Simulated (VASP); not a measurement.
A run of VASP 6.6.1 is set up as follows.

INCAR

```
  PREC = Accurate
  ENCUT = 520
  EDIFF = 1E-6
  ISMEAR = -1
  SIGMA = 0.02
  LREAL = Auto
  LASPH = True
  NELM = 120
  ALGO = Normal
  ISIF = 2
  LWAVE = False
  LCHARG = True
  GGA = PE
  IVDW = 12
  LELF = True
  LVHAR = True
  NBANDS = 64
  GGA_COMPAT = False
```

Contents of KPOINTS:

```
regular mesh
0
Gamma
  1 1 1
```

POSCAR

```
H6C2O
1.0
    7.2936330000      0.0000000000      0.0000000000
    0.0000000000      7.2936330000      0.0000000000
    0.0000000000      0.0000000000      7.2936330000
C O H
8 4 24
Direct
    0.8820021517      0.9473331055      0.0125177672
    0.9001961025      0.9426715054      0.2196573367
    0.4431536382      0.1181030085      0.8100352732
    0.3328108228      0.0583796854      0.9859832542
    0.3911356659      0.4437157724      0.4302519746
    0.4408502594      0.6128084591      0.3263805569
    0.9677207504      0.3416678629      0.6905612059
    0.9389559360      0.4529841301      0.8665091868
    0.9785109835      0.7683139527      0.2625988996
    0.4492274289      0.0074311389      1.1351270348
    0.3255716321      0.7578664844      0.3809624093
    1.0828348506      0.4324868005      0.9961428002
    1.1049226085      0.7817366188      0.3183187309
    1.0005438990      1.0547829868      0.2567581890
    0.7582503808      0.9688450187      0.2979722177
    0.8280646970      1.0787490953     -0.0428730099
    1.0123624262      0.9220507805     -0.0496186194
    0.7878378306      0.8343852782     -0.0128331107
    0.5548812231     -0.0484395088      1.0806959988
    0.2632844290      0.1705734303      1.0441984125
    0.2579098784     -0.0516752077      0.9352952088
    0.3575035925      0.1556151783      0.6909039706
    0.5545110372      0.2251689933      0.8380597159
    0.5214959404     -0.0053882612      0.7698084069
    0.3742442210      0.8589957844      0.3118062014
    0.5893633529      0.6596438291      0.3375272652
    0.3907654800      0.5982203930      0.1834750940
    0.4988734695      0.3395838535      0.4128943697
    0.3820455458      0.4932109965      0.5703604774
    0.2733754221      0.3732707692      0.3862546964
    1.0600204315      0.5283512346      1.0845623848
    0.9306610300      0.5988922119      0.8100489838
    0.8013976025      0.4285107298      0.9403818371
    0.8450932478      0.3349359640      0.6034715484
    1.0760755305      0.4136073202      0.6258060969
    1.0211234922      0.1992696918      0.7090293685
```

Potentials or basis: VASP PAW PBE potentials, release 64 (C, O, H).

Run with:

```console
$ cat potpaw_PBE.64/C/POTCAR potpaw_PBE.64/O/POTCAR potpaw_PBE.64/H/POTCAR > POTCAR
$ mpirun -np 1 vasp_gam > vasp.out
```

Problem. What does it give for the largest force?

Solution. 3.301 eV/Å.

Problem. Predict the pressure.

Solution. 0.7 GPa.

Problem. Predict the dispersion energy per atom.

Solution. -0.037 eV.

Problem. What does it give for the band gap on the k mesh?

Solution. 4.96 eV.

Forces in eV/Å, atoms in the order of the input:
```
C   -1.577  0.751  0.562
C    0.106  1.163  0.732
C    1.158  0.016  1.010
C    2.512  1.749 -1.235
C    2.199  0.184  0.482
C   -0.191 -0.183 -1.856
C    0.008 -1.054  1.144
C   -1.804  0.759 -0.404
O    0.141 -0.263  0.615
O    0.150 -0.158  0.210
O   -0.771  0.720  1.881
O    0.212 -0.251 -0.572
H   -0.564 -0.241 -0.176
H   -0.709 -0.419  0.273
H    1.985 -0.417 -0.965
H    0.027 -0.440  0.264
H    0.539 -0.305 -0.356
H   -0.206 -0.288 -0.820
H    0.875 -0.442 -0.136
H   -1.518  0.981  0.044
H   -1.578 -1.669 -0.115
H    0.043  0.077  0.497
H   -1.227 -0.564 -0.162
H   -0.075  0.055 -0.223
H    0.088  1.327 -0.612
H   -0.831 -0.679 -0.111
H    1.258 -0.574 -0.420
H    0.216  0.145  0.329
H   -0.122 -0.543  0.695
H   -1.679 -0.228 -0.479
H   -0.006  0.506  0.633
H    0.061 -0.743  0.735
H    0.901 -0.054 -0.725
H    0.053  0.209  0.093
H    0.781  0.465 -1.097
H   -0.456  0.410  0.264
```

Caveat: the k points lie up to 0.86 Å⁻¹ apart; the atoms stand as in a frame of molecular dynamics.
